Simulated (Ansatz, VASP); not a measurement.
Ir in VASP and in Ansatz

File INCAR:

```
  ALGO = Fast
  EDIFF = 1E-6
  ENCUT = 520
  GGA = CA
  ISIF = 2
  ISMEAR = -1
  LASPH = True
  LCHARG = False
  LREAL = False
  LWAVE = False
  NBANDS = 10
  NELM = 60
  PREC = Accurate
  SIGMA = 0.15
```

KPOINTS

```
k-points
0
Gamma
  20 20 20
```

POSCAR

```
Ir
1.0
    0.0000000000      1.8936287994      1.8936287994
    1.8936287994      0.0000000000      1.8936287994
    1.8936287994      1.8936287994      0.0000000000
Ir
1
Direct
    0.0000000000      0.0000000000      0.0000000000
```

Input for Ansatz:

```yaml
crystal:
  lattice:
    - [0.0, 1.8936287994, 1.8936287994]
    - [1.8936287994, 0.0, 1.8936287994]
    - [1.8936287994, 1.8936287994, 0.0]
  atoms:
    - { symbol: Ir, position: [0.0, 0.0, 0.0] }
basis:
  ecutwfc: 420
kpoints:
  mp_grid: { grid: [20, 20, 20] }
hamiltonian:
  xc: lda
scf:
  occupations: { method: fermi_dirac, width: 0.15 }
output:
  forces: true
  stress: true
  eigenvalues: true
```

Alike in both runs: task single point; functional LDA; k mesh 20 × 20 × 20; occupations fermi-dirac, width 0.15 eV; no spin polarisation.

|  | VASP | Ansatz |
| --- | --- | --- |
| version | VASP 6.6.1 | Ansatz 0.2.0 |
| potentials or method | VASP PAW LDA potentials, release 64 (Ir), cutoff 520 eV | scalar-relativistic, plane waves, PAW |
| valence electrons in the cell | 9 | 17 |

```tsv
	VASP	Ansatz	Ansatz less VASP
gap on the k mesh at the Fermi level (eV)	none	none	-
pressure (GPa)	11.4	8.5	-2.88
```

LDA's correlation is that of Perdew and Zunger in VASP and of Perdew and Wang (1992) in Ansatz. A gap of «none» marks a metal or a gap that the smearing closes. VASP's potentials hold 9 valence electrons a cell and Ansatz's 17, so a difference there can come from the potentials and not from the codes.

Neither program's run includes spin-orbit coupling.
